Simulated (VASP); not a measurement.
Set up this calculation in VASP 6.6.1, as the native input.

```
Task                   : single point
Functional             : PBE
Potentials or basis    : VASP PAW PBE potentials, release 64 (Sb, Bi_d, O)
Cutoff                 : 520 eV
k mesh                 : 3 × 3 × 4
Occupations            : gaussian, width 0.1 eV
Spin                   : no spin polarisation
Dipole correction      : no
Further INCAR settings : ALGO = Normal; EDIFF = 1e-06; NBANDS = 30
```

The structure of BiSb3O2 lies in POSCAR:

```
BiSb3O2
1.0
    6.3856393000     -0.0000000029      0.0000000000
   -3.1928196475      5.5301258547      0.0000000000
    0.0000000000      0.0000000000      3.5628130073
Sb Bi O
3 1 2
Direct
    0.0000000000      0.5000000000      0.0000000000
    0.5000000000      0.5000000000      0.0000000000
    0.5000000000      0.0000000000      0.0000000000
    0.0000000000      0.0000000000      0.5000000000
    0.6666666667      0.3333333333      0.5000000000
    0.3333333333      0.6666666667      0.5000000000
```

These files were run (other wordings do the same):

INCAR

```
  PREC = Accurate
  ENCUT = 520
  EDIFF = 1E-6
  ISMEAR = 0
  SIGMA = 0.1
  LREAL = False
  LASPH = True
  NELM = 60
  ALGO = Normal
  ISIF = 2
  LWAVE = False
  LCHARG = False
  GGA = PE
  NBANDS = 30
```

KPOINTS

```
regular mesh
0
Gamma
  3 3 4
```

Potentials or basis: VASP PAW PBE potentials, release 64 (Sb, Bi_d, O).

Run with:

```console
$ cat potpaw_PBE.64/Sb/POTCAR potpaw_PBE.64/Bi_d/POTCAR potpaw_PBE.64/O/POTCAR > POTCAR
$ mpirun -np 1 vasp_std > vasp.out
```

It gave:

```json
{
 "Pressure": "-0.6 GPa",
 "Band gap on the k mesh": "zero (band 21 reaches 10.01 eV, above the bottom of band 22 at 7.21 eV)"
}
```

Caveat: the k points lie up to 0.44 Å⁻¹ apart; spin-orbit coupling is left out, which moves the levels of the heavy elements.

Wall time 60 s on 1 thread of Oxide Virtual Turin-like Processor, on a shared host, peak memory 0.22 GiB.
